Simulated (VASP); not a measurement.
# Ta in VASP: notebook

Runs on Ta. Level: PBE. Tasks: single point.

All numbers are computed with VASP 6.6.1; they aren't measurements. Logs are shortened: lines on timing, memory, paths and dates and some standing lists are left out, and cuts for length are marked.

### 1 The cell of the first run

It takes space group Fd-3m (No. 227, cubic). Conventional cell: a = 5.680 Å, b = 5.680 Å, c = 5.680 Å, α = 90.00°, β = 90.00°, γ = 90.00°. Ta (site symmetry -43m) has 4 Ta at 2.46 Å within 3.2 Å.

This isn't the form of Ta at room conditions, which is bcc.

### 2 Single point, PBE

Contents of INCAR:

```
SYSTEM = Ta
PREC     = Accurate       ! precision mode
ENCUT    = 520            ! plane-wave cutoff, eV
EDIFF    = 1E-6           ! SCF threshold, eV
ISMEAR   = -1             ! smearing method
SIGMA    = 0.05           ! smearing width, eV
LREAL    = .False.        ! projectors in reciprocal space
LASPH    = .True.         ! aspherical terms in the spheres
NELM     = 80             ! most SCF steps
ALGO     = Normal         ! electronic algorithm
ISIF     = 2              ! what is computed and relaxed
LWAVE    = .False.        ! write WAVECAR
LCHARG   = .False.        ! write CHGCAR
GGA      = PE             ! functional
NBANDS   = 18             ! bands
```

Contents of KPOINTS:

```
regular mesh
0
Gamma
  9 9 9
  0 0 0
```

Contents of POSCAR:

```
Ta
1.0
    0.0000000000      2.8397911140      2.8397911140
    2.8397911140      0.0000000000      2.8397911140
    2.8397911140      2.8397911140      0.0000000000
Ta
2
Direct
   -0.1250000000     -0.1250000000     -0.1250000000
    0.1250000000      0.1250000000      0.1250000000
```

Potentials or basis: VASP PAW PBE potentials, release 64 (Ta_pv).

Command:

```sh
> cat potpaw_PBE.64/Ta_pv/POTCAR > POTCAR
> mpirun -np 1 vasp_std > vasp.out
```

OUTCAR:

```text
SYSTEM = Ta
   PREC = Accurate
   ENCUT = 520
   EDIFF = 1E-6
   ISMEAR = -1
   LREAL = .False.
   LASPH = .True.
   NELM = 80
   ISIF = 2
   GGA = PE

 ion  position               nearest neighbor table
   1  0.875  0.875  0.875-   2 2.46   2 2.46   2 2.46   2 2.46
   2  0.125  0.125  0.125-   1 2.46   1 2.46   1 2.46   1 2.46

  LATTYP: Found a face centered cubic cell.
 ALAT       =     5.6795822280

  Lattice vectors:

 A1 = (   0.0000000000,   2.8397911140,   2.8397911140)
 A2 = (   2.8397911140,   0.0000000000,   2.8397911140)
 A3 = (   2.8397911140,   2.8397911140,   0.0000000000)

Analysis of symmetry for initial positions (statically):
=====================================================================
 Subroutine PRICEL returns:
 Original cell was already a primitive cell.

 Routine SETGRP: Setting up the symmetry group for a
 face centered cubic supercell.

 Subroutine GETGRP returns: Found 48 space group operations
 (whereof 12 operations were pure point group operations)
 out of a pool of 48 trial point group operations.

The static configuration has the point symmetry D_3d.
 The point group associated with its full space group is O_h .

Analysis of symmetry for dynamics (positions and initial velocities):
=====================================================================
 Subroutine PRICEL returns:
 Original cell was already a primitive cell.

 Routine SETGRP: Setting up the symmetry group for a
 face centered cubic supercell.

 Subroutine GETGRP returns: Found 48 space group operations
 (whereof 12 operations were pure point group operations)
 out of a pool of 48 trial point group operations.

The dynamic configuration has the point symmetry D_3d.
 The point group associated with its full space group is O_h .

 Subroutine INISYM returns: Found 48 space group operations
 (whereof 12 operations are pure point group operations),
 and found     1 'primitive' translations

----------------------------------------------------------------------------------------

                                     Primitive cell

  volume of cell :      45.8025

  direct lattice vectors                    reciprocal lattice vectors
     0.000000000  2.839791114  2.839791114    -0.176069288  0.176069288  0.176069288
     2.839791114  0.000000000  2.839791114     0.176069288 -0.176069288  0.176069288
     2.839791114  2.839791114  0.000000000     0.176069288  0.176069288 -0.176069288

  length of vectors
     4.016071108  4.016071108  4.016071108     0.304960953  0.304960953  0.304960953

  position of ions in fractional coordinates (direct lattice)
     0.875000000  0.875000000  0.875000000
     0.125000000  0.125000000  0.125000000

  ion indices of the primitive-cell ions
   primitive index   ion index
                 1           1
                 2           2

----------------------------------------------------------------------------------------

 KPOINTS: regular mesh

Automatic generation of k-mesh.
 Grid dimensions read from file:
 generate k-points for:    9    9    9

 Generating k-lattice:

  Cartesian coordinates                     Fractional coordinates (reciprocal lattice)
    -0.019563254  0.019563254  0.019563254     0.111111111  0.000000000  0.000000000
     0.019563254 -0.019563254  0.019563254     0.000000000  0.111111111  0.000000000
     0.019563254  0.019563254 -0.019563254     0.000000000  0.000000000  0.111111111

  Length of vectors
     0.033884550  0.033884550  0.033884550

  Shift w.r.t. Gamma in fractional coordinates (k-lattice)
     0.000000000  0.000000000  0.000000000

 Subroutine IBZKPT returns following result:
 ===========================================

 Found     35 irreducible k-points:

 Following reciprocal coordinates:
            Coordinates               Weight
  0.000000  0.000000  0.000000      1.000000
  0.111111  0.000000  0.000000      8.000000
  0.222222  0.000000  0.000000      8.000000
  0.333333  0.000000  0.000000      8.000000
  0.444444  0.000000  0.000000      8.000000
  0.111111  0.111111  0.000000      6.000000
[... 16 lines left out ...]
 -0.333333  0.333333  0.000000     12.000000
  0.444444  0.444444  0.000000      6.000000
 [... further k-points ...]
   k-points           NKPTS =     35   k-points in BZ     NKDIM =     35   number of bands    NBANDS=     18
   number of dos      NEDOS =    301   number of ions     NIONS =      2
   total plane-waves  NPLWV =  27000
   dimension x,y,z NGX =    30 NGY =   30 NGZ =   30
   dimension x,y,z NGXF=    60 NGYF=   60 NGZF=   60
   ions per type =               2
   NGX,Y,Z   is equivalent  to a cutoff of  12.42, 12.42, 12.42 a.u.
   NGXF,Y,Z  is equivalent  to a cutoff of  24.84, 24.84, 24.84 a.u.
 SYSTEM =  Ta
   PREC   = accura    normal or accurate (medium, high low for compatibility)
   ISTART =      0    job   : 0-new  1-cont  2-samecut
   ICHARG =      2    charge: 1-file 2-atom 10-const
   ISPIN  =      1    spin polarized calculation?
   LNONCOLLINEAR =      F non collinear calculations
   LSORBIT =      F    spin-orbit coupling
   LASPH  =      T    aspherical Exc in radial PAW
   ENCUT  =  520.0 eV  38.22 Ry    6.18 a.u.   7.47  7.47  7.47*2*pi/ulx,y,z
   NELM   =     80;   NELMIN=  2; NELMDL= -5     # of ELM steps
   EDIFF  = 0.1E-05   stopping-criterion for ELM
   LREAL  =      F    real-space projection
   EDIFFG = 0.1E-04   stopping-criterion for IOM
   NSW    =      0    number of steps for IOM
   IBRION =     -1    ionic relax: 0-MD 1-quasi-New 2-CG
   NFREE  =      0    steps in history (QN), initial steepest desc. (CG)
   ISIF   =      2    stress and relaxation
   ISYM   =      2    0-nonsym 1-usesym 2-fastsym
   POTIM  = 0.5000    time-step for ionic-motion
   TEBEG  =    0.0;   TEEND  =   0.0 temperature during run
   PSTRESS=    0.0 pullay stress
   NELECT =      22.0000    total number of electrons
   NUPDOWN=      -1.0000    fix difference up-down
   EMIN   =  10.00;   EMAX   =-10.00  energy-range for DOS
   EFERMI =   0.00;   METHOD = LEGACY
   ISMEAR =    -1;   SIGMA  =   0.05  broadening in eV -4-tet -1-fermi 0-gaus
   EFERMI_NEDOS =   21; number of points for ismear=-14 and -15
   IALGO  =     38    algorithm
   IMIX   =      4    mixing-type and parameters
     AMIX     =   0.40;   BMIX     =  1.00
     AMIX_MAG =   1.60;   BMIX_MAG =  1.00
  volume/ion in A,a.u.               =      22.90       154.55
  Fermi-wavevector in a.u.,A,eV,Ry     =   1.282092  2.422803 22.364726  1.643761
  Thomas-Fermi vector in A             =   2.414424
   LORBIT       =      0    0 simple, 1 ext, 2 COOP (PROOUT), +10 PAW based schemes
   GGA     = PE    functional components
   LHFCALC =     F    Hartree Fock is set to
   AEXX    =    0.0000 exact exchange contribution
   IVDW    =     0    specifies the selected vdW correction
   LEPSILON=     F    determine dielectric tensor
   LRPA    =     F    only Hartree local field effects (RPA)
 non-spin polarized calculation
  energy-cutoff  :      520.00
  volume of cell :       45.80
 maximum number of plane-waves:      1258
 NGX is ok and might be reduce to    30
   NGX = 15   NGY = 15   NGZ = 15

 number of electron      21.9999999 magnetization

 Free energy of the ion-electron system (eV)
  ---------------------------------------------------
  ext. energy  EPLUGINS =         0.00000000
  ---------------------------------------------------
  free energy    TOTEN  =       -17.22603052 eV

  energy without entropy =      -17.20188591  energy(sigma->0) =      -17.21395822

 E-fermi :   3.4093     XC(G=0): -10.9922

 val. band max:        3.3938762423   @ k =   0.3333   0.3333   0.0000
 cond. band min:       3.4280666851   @ k =   0.4444   0.1111   0.0000
 fundamental gap:      0.0341904429
 Fermi energy:         3.4093084950

 k-point     1 :       0.0000    0.0000    0.0000
  band No.  band energies     occupation
      1     -30.8494      2.00000
      2     -30.8494      2.00000
      3     -30.8494      2.00000
      4     -29.4571      2.00000
      5     -29.4571      2.00000
      6     -29.4571      2.00000
[... 10 lines left out ...]
     17      10.6742      0.00000
     18      14.1337      0.00000

 k-point     2 :       0.1111    0.0000    0.0000
  band No.  band energies     occupation
      1     -30.8706      2.00000
      2     -30.8706      2.00000
      3     -30.8498      2.00000
      4     -29.4591      2.00000
      5     -29.4333      2.00000
      6     -29.4333      2.00000
[... 10 lines left out ...]
     17      10.6070      0.00000
     18      13.8228      0.00000

 k-point     3 :       0.2222    0.0000    0.0000
  band No.  band energies     occupation
      1     -30.9213      2.00000
      2     -30.9213      2.00000
      3     -30.8521      2.00000
      4     -29.4625      2.00000
      5     -29.3760      2.00000
      6     -29.3760      2.00000
[... 10 lines left out ...]
     17      10.3820      0.00000
     18      13.5070      0.00000

 k-point     4 :       0.3333    0.0000    0.0000
  band No.  band energies     occupation
      1     -30.9748      2.00000
      2     -30.9748      2.00000
      3     -30.8569      2.00000
      4     -29.4633      2.00000
      5     -29.3150      2.00000
      6     -29.3150      2.00000
[... 10 lines left out ...]
     17       9.9439      0.00000
     18      11.2723      0.00000

 k-point     5 :       0.4444    0.0000    0.0000
  band No.  band energies     occupation
      1     -31.0076      2.00000
      2     -31.0076      2.00000
      3     -30.8613      2.00000
      4     -29.4621      2.00000
      5     -29.2773      2.00000
      6     -29.2773      2.00000
[... 10 lines left out ...]
     17       9.3852      0.00000
     18       9.4686      0.00000

 k-point     6 :       0.1111    0.1111    0.0000
  band No.  band energies     occupation
      1     -30.8959      2.00000
      2     -30.8959      2.00000
      3     -30.8096      2.00000
      4     -29.5039      2.00000
      5     -29.4052      2.00000
      6     -29.4052      2.00000
[... 10 lines left out ...]
     17      10.8580      0.00000
     18      13.6974      0.00000

 k-point     7 :       0.2222    0.1111    0.0000
  band No.  band energies     occupation
      1     -30.9489      2.00000
      2     -30.9483      2.00000
      3     -30.7778      2.00000
      4     -29.5413      2.00000
      5     -29.3474      2.00000
      6     -29.3460      2.00000
[... 10 lines left out ...]
     17      10.8543      0.00000
     18      13.6377      0.00000

 k-point     8 :       0.3333    0.1111    0.0000
  band No.  band energies     occupation
      1     -31.0146      2.00000
      2     -31.0006      2.00000
      3     -30.7561      2.00000
      4     -29.5655      2.00000
      5     -29.2862      2.00000
      6     -29.2778      2.00000
[... 10 lines left out ...]
     17      10.5521      0.00000
     18      12.0813      0.00000
[... 229 lines left out ...]
     17      10.8975      0.00000
     18      11.9669      0.00000

 k-point    20 :       0.3333    0.3333    0.0000
  band No.  band energies     occupation
      1     -31.1060      2.00000
      2     -31.1060      2.00000
      3     -30.5184      2.00000
      4     -29.8312      2.00000
      5     -29.1656      2.00000
      6     -29.1656      2.00000
[... 10 lines left out ...]
     17      10.7499      0.00000
     18      11.7713      0.00000

 k-point    21 :       0.4444    0.3333    0.0000
  band No.  band energies     occupation
      1     -31.1548      2.00000
      2     -31.1357      2.00000
      3     -30.4206      2.00000
      4     -29.9304      2.00000
      5     -29.1309      2.00000
      6     -29.1148      2.00000
[... 10 lines left out ...]
     17      10.4034      0.00000
     18      10.7402      0.00000

 k-point    22 :      -0.4444    0.3333    0.0000
  band No.  band energies     occupation
      1     -31.1994      2.00000
      2     -31.1312      2.00000
      3     -30.3681      2.00000
      4     -29.9741      2.00000
      5     -29.1356      2.00000
      6     -29.0756      2.00000
[... 10 lines left out ...]
     17       9.4104      0.00000
     18       9.8813      0.00000

 k-point    23 :      -0.3333    0.3333    0.0000
  band No.  band energies     occupation
      1     -31.2105      2.00000
      2     -31.0942      2.00000
      3     -30.4496      2.00000
      4     -29.8816      2.00000
      5     -29.1781      2.00000
      6     -29.0708      2.00000
[... 10 lines left out ...]
     17       9.9326      0.00000
     18      10.4387      0.00000

 k-point    24 :       0.4444    0.4444    0.0000
  band No.  band energies     occupation
      1     -31.1679      2.00000
      2     -31.1679      2.00000
      3     -30.2996      2.00000
      4     -30.0618      2.00000
      5     -29.0934      2.00000
      6     -29.0934      2.00000
[... 10 lines left out ...]
     17      10.2535      0.00000
     18      10.2540      0.00000

 [... further k-points ...]

------------------------ aborting loop because EDIFF is reached ----------------------------------------

  FORCE on cell =-STRESS in cart. coord.  units (eV):
  Direction    XX          YY          ZZ          XY          YZ          ZX
  --------------------------------------------------------------------------------------
  -------------------------------------------------------------------------------------
  Total        6.2954895      6.2954895      6.2954895      0.0000000      0.0000000      0.0000000
  in kB      220.2170303    220.2170303    220.2170303      0.0000000      0.0000000      0.0000000
  external PRESSURE =     220.2170303 kB  Pullay stress =       0.0000000 kB

 VOLUME and BASIS-vectors are now :
 -----------------------------------------------------------------------------
  energy-cutoff  :      520.00
  volume of cell :       45.80
      direct lattice vectors                 reciprocal lattice vectors
     0.000000000  2.839791114  2.839791114    -0.176069288  0.176069288  0.176069288
     2.839791114  0.000000000  2.839791114     0.176069288 -0.176069288  0.176069288
     2.839791114  2.839791114  0.000000000     0.176069288  0.176069288 -0.176069288

 POSITION                                       TOTAL-FORCE (eV/Angst)
 -----------------------------------------------------------------------------------
      4.96963      4.96963      4.96963         0.000000      0.000000      0.000000
      0.70995      0.70995      0.70995        -0.000000     -0.000000     -0.000000
 -----------------------------------------------------------------------------------
    total drift:                               -0.000000      0.000000      0.000000

  FREE ENERGIE OF THE ION-ELECTRON SYSTEM (eV)
  ---------------------------------------------------
  free  energy   TOTEN  =       -17.2260305246 eV

  energy  without entropy=      -17.2018859076  energy(sigma->0) =      -17.21395822
```

Run time: 19 s. Hardware: 1 thread of Intel Xeon Platinum 8488C (Sapphire Rapids), shared host; peak memory 0.17 GiB.

What came out:

```
Free energy            : -17.2260 eV
Pressure               : 22.0 GPa
Band gap on the k mesh : zero (bands 11 and 12 overlap by 0.82 eV)
```

Caveat: the cell stands under pressure; spin-orbit coupling is left out, which moves the levels of the heavy elements.

### 3 Single point, PBE (shortest bond scaled by 0.94)

Contents of INCAR:

```
SYSTEM = Ta
PREC = Accurate ; ENCUT = 520
EDIFF = 1E-7 ; ISMEAR = -1
SIGMA = 0.05 ; LREAL = .False.
LASPH = .True. ; NELM = 80
ALGO = Normal ; ISIF = 2
LWAVE = .False. ; LCHARG = .False.
GGA = PE ; NBANDS = 18
```

KPOINTS is that of step 2.

Contents of POSCAR:

```
Ta
1.0
    0.0000000000      2.8397911140      2.8397911140
    2.8397911140      0.0000000000      2.8397911140
    2.8397911140      2.8397911140      0.0000000000
Ta
2
Direct
   -0.1475000000     -0.1175000000     -0.1175000000
    0.1475000000      0.1175000000      0.1175000000
```

Potentials or basis: VASP PAW PBE potentials, release 64 (Ta_pv).

Command:

```sh
> cat potpaw_PBE.64/Ta_pv/POTCAR > POTCAR
> mpirun -np 1 vasp_std > vasp.out
```

It took 44 s on 1 thread of Intel Xeon Platinum 8488C (Sapphire Rapids), shared host; peak memory 0.2 GiB.

The run converged. Its results:

```
Free energy            : -17.2060 eV
Pressure               : 22.2 GPa
Largest force          : 0.476 eV/Å
Band gap on the k mesh : zero (bands 11 and 12 overlap by 1.13 eV)
```

Forces in eV/Å, atoms in the order of the input:
```
Ta  -0.275  0.275  0.275
Ta   0.275 -0.275 -0.275
```

Stress tensor (GPa, compression positive):
```
22.22 -7.76 -7.76
-7.76 22.22  7.76
-7.76  7.76 22.22
```

Levels at points of the mesh, in eV from the Fermi level:
```
           k point  band 9  band 10  band 11  band 12  band 13  band 14
(0.00, 0.00, 0.00)   -1.62    -0.57    -0.57     0.13     2.08     2.57
```

Caveat: the cell differs from its parent crystal (shortest bond scaled by 0.94); the cell stands under pressure; spin-orbit coupling is left out, which moves the levels of the heavy elements.
